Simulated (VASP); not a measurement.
## Se: single point with r2SCAN

Se:

```
Se
1.0
    -1.71717    1.71717    1.71717
     1.71717   -1.71717    1.71717
     1.71717    1.71717   -1.71717
Se
1
Cartesian
  0.0000 0.0000 0.0000
```

```
Program                : VASP 6.6.1
Task                   : single point
Functional             : r2SCAN
Potentials or basis    : VASP PAW PBE potentials, release 64 (Se)
Cutoff                 : 520 eV
k mesh                 : 15 × 15 × 15
Occupations            : fermi-dirac, width 0.1 eV
Spin                   : no spin polarisation
Dipole correction      : no
Further INCAR settings : ALGO = Normal; EDIFF = 1e-06; NBANDS = 9
```

```yaml
Pressure: 0.3 GPa
Band_gap_on_the_k_mesh: zero (band 3 reaches 8.43 eV, above the bottom of band 4 at 1.93 eV)
```

Levels at points of the mesh, in eV from the Fermi level:
| k point | band 1 | band 2 | band 3 | band 4 | band 5 | band 6 | band 7 | band 8 |
| --- | --- | --- | --- | --- | --- | --- | --- | --- |
| (0.00, 0.00, 0.00) | -16.79 | 3.13 | 3.13 | 3.13 | 12.54 | 12.97 | 12.97 | 12.97 |

Run time: 51 s on 1 thread of Intel Xeon 6975P-C, with other jobs on the host, peak memory 0.15 GiB.

Caveat: the PAW data sets were made with another functional, which shifts forces and pressure a little.
